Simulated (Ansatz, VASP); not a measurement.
**Two plane-wave programs on AlGa2Sb3**

INCAR

```
ALGO = Normal ; EDIFF = 1E-7
ENCUT = 520 ; GGA = PE
ISIF = 2 ; ISMEAR = 0
LASPH = T ; LCHARG = T
LELF = T ; LREAL = F
LVHAR = T ; LWAVE = F
NBANDS = 31 ; NELM = 80
PREC = Accurate ; SIGMA = 0.1
```

Contents of KPOINTS:

```
k-points
0
Gamma
  6 6 2
```

Contents of POSCAR:

```
AlGa2Sb3
1.0
    4.3888351900      0.0000000000      0.0000000000
   -2.1944175900      3.8008427600      0.0000000000
    0.0000000000      0.0000000000      8.2023067200
Al Ga Sb
1 2 3
Direct
    0.0000000000      0.0000000000      0.0000000000
    0.6666666700      0.3333333300      0.2480740000
    0.6666666700      0.3333333300      0.7519260000
    0.0000000000      0.0000000000      0.5000000000
    0.3333333300      0.6666666700      0.0000000000
    0.3333333300      0.6666666700      0.5000000000
```

Input for Ansatz:

```yaml
crystal:
  lattice:
    - [4.38883519, 0.0, 0.0]
    - [-2.19441759, 3.80084276, 0.0]
    - [0.0, 0.0, 8.20230672]
  atoms:
    - { symbol: Al, position: [0.0, 0.0, 0.0] }
    - { symbol: Ga, position: [0.66666667, 0.33333333, 0.248074] }
    - { symbol: Ga, position: [0.66666667, 0.33333333, 0.751926] }
    - { symbol: Sb, position: [0.0, 0.0, 0.5] }
    - { symbol: Sb, position: [0.33333333, 0.66666667, 0.0] }
    - { symbol: Sb, position: [0.33333333, 0.66666667, 0.5] }
basis:
  ecutwfc: 420
kpoints:
  mp_grid: { grid: [6, 6, 2] }
hamiltonian:
  xc: pbe
scf:
  occupations: { method: gaussian, width: 0.1 }
  lower_state_search: "off"
output:
  forces: true
  stress: true
  eigenvalues: true
```

Change from the starting cell: species swapped into the Ce2CuGe3 type (P-6m2, No. 187).

Alike in both runs: task single point; functional PBE; k mesh 6 × 6 × 2; occupations gaussian, width 0.1 eV; no spin polarisation.

|  | VASP | Ansatz |
| --- | --- | --- |
| version | VASP 6.6.1 | Ansatz 0.2.0 |
| potentials or method | VASP PAW PBE potentials, release 64 (Al, Ga_d, Sb), cutoff 520 eV | scalar-relativistic, plane waves, PAW |
| valence electrons in the cell | 44 | 74 |

|  | VASP | Ansatz | Ansatz less VASP |
| --- | --- | --- | --- |
| gap on the k mesh at the Fermi level (eV) | none | none | - |
| pressure (GPa) | 18.4 | 18.1 | -0.32 |
| traceless stress, the component that is largest in VASP (GPa) | -15.80 | -15.49 | +0.307 |
| rms of the force components (eV/Å) | 0.026 | 0.025 | -0.0016 |

Atom by atom the forces differ by 0.002 eV/Å (rms over components). A gap of «none» marks a metal or a gap that the smearing closes. VASP's potentials hold 44 valence electrons a cell and Ansatz's 74, so a difference there can come from the potentials and not from the codes.

The k mesh is coarse, so the values compare programs but aren't converged. Spin-orbit coupling is off throughout.
